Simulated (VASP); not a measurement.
# CdTe: single point with PBEsol

The system is CdTe.

```
Te Cd
1.0
     0.00000    3.20500    3.33320
     3.20500    0.00000    3.33320
     3.20500    3.20500    0.00000
Te Cd
1 1
Cartesian
  4.8075 4.8075 4.9998
  0.0000 0.0000 0.0000
```

* Program: VASP 6.6.1
* Task: single point
* Functional: PBEsol
* Potentials or basis: VASP PAW PBE potentials, release 64 (Te, Cd)
* Cutoff: 500 eV
* k mesh: 6 × 6 × 6
* Occupations: fermi-dirac, width 0.05 eV
* Spin: no spin polarisation
* Dipole correction: no
* Further INCAR settings: ALGO = Normal; EDIFF = 1e-06; NBANDS = 16

```yaml
Pressure: 0.1 GPa
Band_gap_on_the_k_mesh: 0.59 eV, direct
```

Stress tensor (GPa, compression positive):
```
 0.30  0.00  0.00
 0.00  0.30  0.00
 0.00  0.00 -0.43
```

Levels at points of the mesh, in eV from the valence-band top:
```
           k point  band 7  band 8  band 9  band 10  band 11  band 12
(0.00, 0.00, 0.00)   -0.14    0.00    0.00     0.59     4.51     4.51
(0.50, 0.00, 0.00)   -4.48   -0.92   -0.72     1.67     4.99     5.21
(0.50, 0.50, 0.00)   -4.49   -1.79   -1.79     2.56     2.75     8.45
(0.50, 0.00, 0.50)   -4.30   -1.99   -1.93     2.41     2.46     8.72
```

Run time: 19 s on 1 thread of Intel(R) Xeon(R) 6975P-C (Granite Rapids) (shared host), peak memory 0.21 GiB.

Caveat: the PAW data sets were made with another functional, which shifts forces and pressure a little; spin-orbit coupling is left out, which moves the levels of the heavy elements. A hybrid or GW would open this gap; PBEsol tends to underestimate it.
